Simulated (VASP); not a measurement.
Here is a VASP 6.6.1 calculation.

The input POSCAR:

```
ZrB2
1.0
    3.1700000000      0.0000000000      0.0000000000
   -1.5850000000      2.7453005300      0.0000000000
    0.0000000000      0.0000000000      3.5330000000
Zr B
1 2
Direct
    0.0000000000      0.0000000000      0.0000000000
    0.6666666667      0.3333333333      0.5000000000
    0.3333333333      0.6666666667      0.5000000000
```

INCAR.step1

```
SYSTEM = ZrB2
PREC     = Accurate       ! precision mode
ENCUT    = 600            ! plane-wave cutoff, eV
ISMEAR   = -1             ! smearing method
SIGMA    = 0.05           ! smearing width, eV
LREAL    = .False.        ! projectors in reciprocal space
LASPH    = .True.         ! aspherical terms in the spheres
NELM     = 150            ! most SCF steps
LMAXMIX  = 4              ! l up to which the mixer works
LDAU     = .True.         ! DFT+U
LDAUTYPE = 2            
LDAUL    = 2 -1           ! shell
LDAUU    = 1 0            ! U, eV
LDAUJ    = 0 0          
GGA      = PE             ! functional
ALGO     = Normal         ! electronic algorithm
EDIFF    = 1E-4           ! SCF threshold, eV
LWAVE    = .True.         ! write WAVECAR
LCHARG   = .False.        ! write CHGCAR
```

INCAR.step2

```
SYSTEM = ZrB2
PREC     = Accurate       ! precision mode
ENCUT    = 600            ! plane-wave cutoff, eV
EDIFF    = 1E-6           ! SCF threshold, eV
ISMEAR   = -1             ! smearing method
SIGMA    = 0.05           ! smearing width, eV
LREAL    = .False.        ! projectors in reciprocal space
LASPH    = .True.         ! aspherical terms in the spheres
NELM     = 150            ! most SCF steps
ALGO     = Normal         ! electronic algorithm
ISIF     = 3              ! what is computed and relaxed
LWAVE    = .False.        ! write WAVECAR
LCHARG   = .False.        ! write CHGCAR
LMAXMIX  = 4              ! l up to which the mixer works
LDAU     = .True.         ! DFT+U
LDAUTYPE = 2            
LDAUL    = 2 -1           ! shell
LDAUU    = 1 0            ! U, eV
LDAUJ    = 0 0          
LDAUPRINT= 1            
METAGGA  = R2SCAN         ! meta-GGA
LMIXTAU  = .True.       
IBRION   = 2              ! ionic algorithm
NSW      = 60             ! ionic steps
EDIFFG   = -0.01          ! ionic threshold
ISTART   = 1
```

KPOINTS

```
Automatic mesh
0
Gamma
  10 10 8
  0 0 0
```

Potentials or basis: VASP PAW PBE potentials, release 64 (Zr_sv, B).

The run is started by

```sh
$ cat potpaw_PBE.64/Zr_sv/POTCAR potpaw_PBE.64/B/POTCAR > POTCAR
$ cp INCAR.step1 INCAR
$ mpirun -np 1 vasp_std > vasp.out
$ cp INCAR.step2 INCAR
$ mpirun -np 1 vasp_std > vasp.out
```

Task: Predict the relaxed cell.

Result: a = 3.173 Å, b = 3.173 Å, c = 3.573 Å, α = 90.00°, β = 90.00°, γ = 120.00°.

Task: Estimate the band gap on the k mesh.

Result: Zero (band 9 reaches 11.37 eV, above the bottom of band 10 at 10.38 eV).

Task: Predict the space group after relaxing (to 0.05 Å).

Result: P6/mmm (No. 191).

Eigenvalues of the final occupation matrices:
```tsv
site	spin	trace	eigenvalues
site 1 d	1	0.85	0.15 0.17 0.17 0.18 0.18
site 1 d	2	0.85	0.15 0.17 0.17 0.18 0.18
```

Caveat: U without spin polarisation on a metal has little footing; the U is typed as a test and isn't derived for this compound. Zero-point motion and thermal expansion aren't in these numbers.
